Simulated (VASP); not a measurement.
# PbO (I-4m2) in VASP: single point with r2SCAN

Aim: the single point of PbO with r2SCAN.

Program: VASP 6.6.1. These are calculated values, not measurements. Logs are shortened: lines on timing, memory, paths and dates and some standing lists are left out, and cuts for length are marked.

### 1 The cell of the first run

Symmetry: I-4m2, No. 119, tetragonal system. The conventional cell has a = 3.765 Å, b = 3.765 Å, c = 6.042 Å, α = 90.00°, β = 90.00°, γ = 90.00°. Pb (site symmetry -4m2) has 4 O at 2.41 Å within 3.2 Å. O (site symmetry -4m2) has 4 Pb at 2.41 Å within 3.2 Å.

### 2 Single point, r2SCAN (epitaxial xy strain -4.9%)

Contents of POSCAR:

```
PbO
1.0
    0.0000000000      2.6624763722      3.0209187181
    2.6624763722      0.0000000000      3.0209187181
    2.6624763722      2.6624763722      0.0000000000
Pb O
1 1
Direct
    0.0000000000      0.0000000000      0.0000000000
    0.2500000000      0.2500000000      0.2500000000
```

Contents of INCAR.step1:

```
SYSTEM = PbO
ALGO = Normal ; EDIFF = 1E-4
ENCUT = 520 ; GGA = PE
ISMEAR = 0 ; LASPH = .TRUE.
LCHARG = .FALSE. ; LREAL = .FALSE.
LWAVE = .TRUE. ; NBANDS = 17
NELM = 100 ; PREC = Accurate
SIGMA = 0.01
```

Contents of INCAR.step2:

```
SYSTEM = PbO
ALGO = Normal ; EDIFF = 1E-7
ENCUT = 520 ; ISIF = 2
ISMEAR = 0 ; ISTART = 1
LASPH = .TRUE. ; LCHARG = .FALSE.
LMIXTAU = .TRUE. ; LREAL = .FALSE.
LWAVE = .FALSE. ; METAGGA = R2SCAN
NBANDS = 17 ; NELM = 100
PREC = Accurate ; SIGMA = 0.01
```

Contents of KPOINTS:

```
k-points
0
G
  8 8 8
  0 0 0
```

Potentials or basis: VASP PAW PBE potentials, release 64 (Pb_d, O).

On the command line:

```bash
cat potpaw_PBE.64/Pb_d/POTCAR potpaw_PBE.64/O/POTCAR > POTCAR
cp INCAR.step1 INCAR
mpirun -np 1 vasp_std > vasp.out
cp INCAR.step2 INCAR
mpirun -np 1 vasp_std > vasp.out
```

OUTCAR:

```text
SYSTEM = PbO
   EDIFF = 1E-7
   ENCUT = 520
   ISIF = 2
   ISMEAR = 0
   ISTART = 1
   LASPH = .TRUE.
   LREAL = .FALSE.
   METAGGA = R2SCAN
   NELM = 100
   PREC = Accurate

 ion  position               nearest neighbor table
   1  0.000  0.000  0.000-   2 2.41   2 2.41   2 2.41   2 2.41
   2  0.250  0.250  0.250-   1 2.41   1 2.41   1 2.41   1 2.41

  LATTYP: Found a body centered tetragonal cell.
 ALAT       =     3.7653101951
 C/A-ratio  =     1.6046054968

  Lattice vectors:

 A1 = (  -2.6624763722,   0.0000000000,   3.0209187181)
 A2 = (   2.6624763722,   0.0000000000,   3.0209187181)
 A3 = (   0.0000000000,   2.6624763722,  -3.0209187181)

Analysis of symmetry for initial positions (statically):
=====================================================================
 Subroutine PRICEL returns:
 Original cell was already a primitive cell.

 Routine SETGRP: Setting up the symmetry group for a
 body centered tetragonal supercell.

 Subroutine GETGRP returns: Found  8 space group operations
 (whereof  8 operations were pure point group operations)
 out of a pool of 16 trial point group operations.

The static configuration has the point symmetry D_2d.

Analysis of symmetry for dynamics (positions and initial velocities):
=====================================================================
 Subroutine PRICEL returns:
 Original cell was already a primitive cell.

 Routine SETGRP: Setting up the symmetry group for a
 body centered tetragonal supercell.

 Subroutine GETGRP returns: Found  8 space group operations
 (whereof  8 operations were pure point group operations)
 out of a pool of 16 trial point group operations.

The dynamic configuration has the point symmetry D_2d.

 Subroutine INISYM returns: Found  8 space group operations
 (whereof  8 operations are pure point group operations),
 and found     1 'primitive' translations

----------------------------------------------------------------------------------------

                                     Primitive cell

  volume of cell :      42.8293

  direct lattice vectors                    reciprocal lattice vectors
     0.000000000  2.662476372  3.020918718    -0.187795094  0.187795094  0.165512563
     2.662476372  0.000000000  3.020918718     0.187795094 -0.187795094  0.165512563
     2.662476372  2.662476372  0.000000000     0.187795094  0.187795094 -0.165512563

  length of vectors
     4.026751834  4.026751834  3.765310195     0.312935142  0.312935142  0.312935142

  position of ions in fractional coordinates (direct lattice)
     0.000000000  0.000000000  0.000000000
     0.250000000  0.250000000  0.250000000

  ion indices of the primitive-cell ions
   primitive index   ion index
                 1           1
                 2           2

----------------------------------------------------------------------------------------

 KPOINTS: k-points

Automatic generation of k-mesh.
 Grid dimensions read from file:
 generate k-points for:    8    8    8

 Generating k-lattice:

  Cartesian coordinates                     Fractional coordinates (reciprocal lattice)
    -0.023474387  0.023474387  0.020689070     0.125000000  0.000000000  0.000000000
     0.023474387 -0.023474387  0.020689070     0.000000000  0.125000000  0.000000000
     0.023474387  0.023474387 -0.020689070     0.000000000  0.000000000  0.125000000

  Length of vectors
     0.039116893  0.039116893  0.039116893

  Shift w.r.t. Gamma in fractional coordinates (k-lattice)
     0.000000000  0.000000000  0.000000000

 Subroutine IBZKPT returns following result:
 ===========================================

 Found     59 irreducible k-points:

 Following reciprocal coordinates:
            Coordinates               Weight
  0.000000  0.000000  0.000000      1.000000
  0.125000  0.000000  0.000000      8.000000
  0.250000  0.000000  0.000000      8.000000
  0.375000  0.000000  0.000000      8.000000
  0.500000  0.000000  0.000000      4.000000
  0.125000  0.125000  0.000000      2.000000
[... 16 lines left out ...]
  0.250000  0.000000  0.125000     16.000000
  0.375000  0.000000  0.125000     16.000000
 [... further k-points ...]
   k-points           NKPTS =     59   k-points in BZ     NKDIM =     59   number of bands    NBANDS=     17
   number of dos      NEDOS =    301   number of ions     NIONS =      2
   total plane-waves  NPLWV =  25200
   dimension x,y,z NGX =    30 NGY =   30 NGZ =   28
   dimension x,y,z NGXF=    60 NGYF=   60 NGZF=   56
   ions per type =               1   1
   NGX,Y,Z   is equivalent  to a cutoff of  12.39, 12.39, 12.36 a.u.
   NGXF,Y,Z  is equivalent  to a cutoff of  24.77, 24.77, 24.73 a.u.
 SYSTEM =  PbO
   PREC   = accura    normal or accurate (medium, high low for compatibility)
   ISTART =      1    job   : 0-new  1-cont  2-samecut
   ICHARG =      0    charge: 1-file 2-atom 10-const
   ISPIN  =      1    spin polarized calculation?
   LNONCOLLINEAR =      F non collinear calculations
   LSORBIT =      F    spin-orbit coupling
   LASPH  =      T    aspherical Exc in radial PAW
   ENCUT  =  520.0 eV  38.22 Ry    6.18 a.u.   7.49  7.49  7.00*2*pi/ulx,y,z
   NELM   =    100;   NELMIN=  2; NELMDL=  0     # of ELM steps
   EDIFF  = 0.1E-06   stopping-criterion for ELM
   LREAL  =      F    real-space projection
   EDIFFG = 0.1E-05   stopping-criterion for IOM
   NSW    =      0    number of steps for IOM
   IBRION =     -1    ionic relax: 0-MD 1-quasi-New 2-CG
   NFREE  =      0    steps in history (QN), initial steepest desc. (CG)
   ISIF   =      2    stress and relaxation
   ISYM   =      2    0-nonsym 1-usesym 2-fastsym
   POTIM  = 0.5000    time-step for ionic-motion
   TEBEG  =    0.0;   TEEND  =   0.0 temperature during run
   PSTRESS=    0.0 pullay stress
   NELECT =      20.0000    total number of electrons
   NUPDOWN=      -1.0000    fix difference up-down
   EMIN   =  10.00;   EMAX   =-10.00  energy-range for DOS
   EFERMI =   0.00;   METHOD = LEGACY
   ISMEAR =     0;   SIGMA  =   0.01  broadening in eV -4-tet -1-fermi 0-gaus
   EFERMI_NEDOS =   21; number of points for ismear=-14 and -15
   IALGO  =     38    algorithm
   IMIX   =      4    mixing-type and parameters
     AMIX     =   0.40;   BMIX     =  1.00
     AMIX_MAG =   1.60;   BMIX_MAG =  1.00
  volume/ion in A,a.u.               =      21.41       144.51
  Fermi-wavevector in a.u.,A,eV,Ry     =   1.270100  2.400141 21.948299  1.613154
  Thomas-Fermi vector in A             =   2.403106
   LORBIT       =      0    0 simple, 1 ext, 2 COOP (PROOUT), +10 PAW based schemes
   METAGGA = R2SCAN    functional components
   LHFCALC =     F    Hartree Fock is set to
   AEXX    =    0.0000 exact exchange contribution
   IVDW    =     0    specifies the selected vdW correction
   LEPSILON=     F    determine dielectric tensor
   LRPA    =     F    only Hartree local field effects (RPA)
 non-spin polarized calculation
 Gauss-broadening in eV      SIGMA  =   0.01
  energy-cutoff  :      520.00
  volume of cell :       42.83
 maximum number of plane-waves:      1175
 NGX is ok and might be reduce to    30
   NGX = 15   NGY = 15   NGZ = 13

 number of electron      20.0000000 magnetization

 Free energy of the ion-electron system (eV)
  ---------------------------------------------------
  ext. energy  EPLUGINS =         0.00000000
  ---------------------------------------------------
  free energy    TOTEN  =       -64.14704951 eV

  energy without entropy =      -64.14704951  energy(sigma->0) =      -64.14704951

 E-fermi :   4.8839     XC(G=0): -10.0679

 val. band max:        4.8385898227   @ k =  -0.3750   0.5000   0.1250
 cond. band min:       5.2721871354   @ k =   0.5000   0.0000   0.5000
 fundamental gap:      0.4335973127
 Fermi energy:         4.8839394008

 k-point     1 :       0.0000    0.0000    0.0000
  band No.  band energies     occupation
      1     -14.1337      2.00000
      2     -12.3548      2.00000
      3     -12.2351      2.00000
      4     -12.2351      2.00000
      5     -12.1707      2.00000
      6     -12.1587      2.00000
[... 9 lines left out ...]
     16      17.1820      0.00000
     17      18.3306      0.00000

 k-point     2 :       0.1250    0.0000    0.0000
  band No.  band energies     occupation
      1     -14.1362      2.00000
      2     -12.3257      2.00000
      3     -12.2267      2.00000
      4     -12.1931      2.00000
      5     -12.1737      2.00000
      6     -12.1366      2.00000
[... 9 lines left out ...]
     16      17.4575      0.00000
     17      17.9101      0.00000

 k-point     3 :       0.2500    0.0000    0.0000
  band No.  band energies     occupation
      1     -14.1486      2.00000
      2     -12.2911      2.00000
      3     -12.2172      2.00000
      4     -12.1699      2.00000
      5     -12.1497      2.00000
      6     -11.9682      2.00000
[... 9 lines left out ...]
     16      17.4293      0.00000
     17      17.8694      0.00000

 k-point     4 :       0.3750    0.0000    0.0000
  band No.  band energies     occupation
      1     -14.1682      2.00000
      2     -12.2790      2.00000
      3     -12.2237      2.00000
      4     -12.1499      2.00000
      5     -12.1151      2.00000
      6     -11.7356      2.00000
[... 9 lines left out ...]
     16      17.4584      0.00000
     17      18.2911      0.00000

 k-point     5 :       0.5000    0.0000    0.0000
  band No.  band energies     occupation
      1     -14.1780      2.00000
      2     -12.2772      2.00000
      3     -12.2284      2.00000
      4     -12.1395      2.00000
      5     -12.0987      2.00000
      6     -11.6272      2.00000
[... 9 lines left out ...]
     16      17.6434      0.00000
     17      18.0532      0.00000

 k-point     6 :       0.1250    0.1250    0.0000
  band No.  band energies     occupation
      1     -14.1348      2.00000
      2     -12.2738      2.00000
      3     -12.2178      2.00000
      4     -12.2178      2.00000
      5     -12.1669      2.00000
      6     -12.1637      2.00000
[... 9 lines left out ...]
     16      18.8758      0.00000
     17      18.8758      0.00000

 k-point     7 :       0.2500    0.1250    0.0000
  band No.  band energies     occupation
      1     -14.1416      2.00000
      2     -12.2560      2.00000
      3     -12.2024      2.00000
      4     -12.1699      2.00000
      5     -12.1618      2.00000
      6     -12.0580      2.00000
[... 9 lines left out ...]
     16      18.8366      0.00000
     17      18.8485      0.00000

 k-point     8 :       0.3750    0.1250    0.0000
  band No.  band energies     occupation
      1     -14.1583      2.00000
      2     -12.2639      2.00000
      3     -12.2051      2.00000
      4     -12.1455      2.00000
      5     -12.1446      2.00000
      6     -11.8058      2.00000
[... 9 lines left out ...]
     16      18.5297      0.00000
     17      19.1170      0.00000
[... 203 lines left out ...]
      1     -14.1636      2.00000
      2     -12.2035      2.00000
      3     -12.1544      2.00000
      4     -12.1515      2.00000
      5     -12.1205      2.00000
      6     -11.6556      2.00000
[... 9 lines left out ...]
     16      21.2843      0.00000
     17      21.2905      0.00000

 k-point    20 :      -0.3750    0.3750    0.0000
  band No.  band energies     occupation
      1     -14.1704      2.00000
      2     -12.2246      2.00000
      3     -12.1709      2.00000
      4     -12.1603      2.00000
      5     -12.1276      2.00000
      6     -11.5398      2.00000
[... 9 lines left out ...]
     16      19.7833      0.00000
     17      20.0762      0.00000

 k-point    21 :       0.5000    0.5000    0.0000
  band No.  band energies     occupation
      1     -14.1633      2.00000
      2     -12.2097      2.00000
      3     -12.1448      2.00000
      4     -12.1139      2.00000
      5     -12.1139      2.00000
      6     -11.6850      2.00000
[... 9 lines left out ...]
     16      22.2965      0.00000
     17      22.5557      0.00000

 k-point    22 :       0.1250    0.0000    0.1250
  band No.  band energies     occupation
      1     -14.1381      2.00000
      2     -12.3228      2.00000
      3     -12.2224      2.00000
      4     -12.1919      2.00000
      5     -12.1712      2.00000
      6     -12.1070      2.00000
[... 9 lines left out ...]
     16      17.0499      0.00000
     17      18.0111      0.00000

 k-point    23 :       0.2500    0.0000    0.1250
  band No.  band energies     occupation
      1     -14.1486      2.00000
      2     -12.2842      2.00000
      3     -12.2137      2.00000
      4     -12.1932      2.00000
      5     -12.1475      2.00000
      6     -11.9645      2.00000
[... 9 lines left out ...]
     16      17.7553      0.00000
     17      18.9698      0.00000

 k-point    24 :       0.3750    0.0000    0.1250
  band No.  band energies     occupation
      1     -14.1667      2.00000
      2     -12.2620      2.00000
      3     -12.2223      2.00000
      4     -12.1755      2.00000
      5     -12.1179      2.00000
      6     -11.7398      2.00000
[... 9 lines left out ...]
     16      18.1768      0.00000
     17      19.1303      0.00000

 [... further k-points ...]
[... 5 lines left out ...]
  --------------------------------------------------------------------------------------
  -------------------------------------------------------------------------------------
  Total        0.4691336      0.4691336      0.1094227      0.0000000      0.0000000      0.0000000
  in kB       17.5495717     17.5495717      4.0933360      0.0000000      0.0000000      0.0000000
  external PRESSURE =      13.0641598 kB  Pullay stress =       0.0000000 kB

 VOLUME and BASIS-vectors are now :
 -----------------------------------------------------------------------------
  energy-cutoff  :      520.00
  volume of cell :       42.83
      direct lattice vectors                 reciprocal lattice vectors
     0.000000000  2.662476372  3.020918718    -0.187795094  0.187795094  0.165512563
     2.662476372  0.000000000  3.020918718     0.187795094 -0.187795094  0.165512563
     2.662476372  2.662476372  0.000000000     0.187795094  0.187795094 -0.165512563

 POSITION                                       TOTAL-FORCE (eV/Angst)
 -----------------------------------------------------------------------------------
      0.00000      0.00000      0.00000         0.000000      0.000000      0.000000
      1.33124      1.33124      1.51046        -0.000000     -0.000000     -0.000000
 -----------------------------------------------------------------------------------
    total drift:                                0.000018      0.000018     -0.000011

  FREE ENERGIE OF THE ION-ELECTRON SYSTEM (eV)
  ---------------------------------------------------
  free  energy   TOTEN  =       -64.1470495125 eV

  energy  without entropy=      -64.1470495125  energy(sigma->0) =      -64.14704951
```

Wall time 2.4 min (1 thread of Intel Xeon Platinum 8375C at 2.90GHz (Ice Lake), shared host); peak memory 0.19 GiB.

Results:

```
Free energy            : -64.1470 eV
Pressure               : 1.3 GPa
Band gap on the k mesh : 0.43 eV, indirect (least direct gap 0.65 eV)
```

Caveat: the cell differs from its parent crystal (epitaxial xy strain -4.9%); the PAW data sets were made with another functional, which shifts forces and pressure a little; spin-orbit coupling is left out, which moves the levels of the heavy elements. A k mesh can miss the band edges.
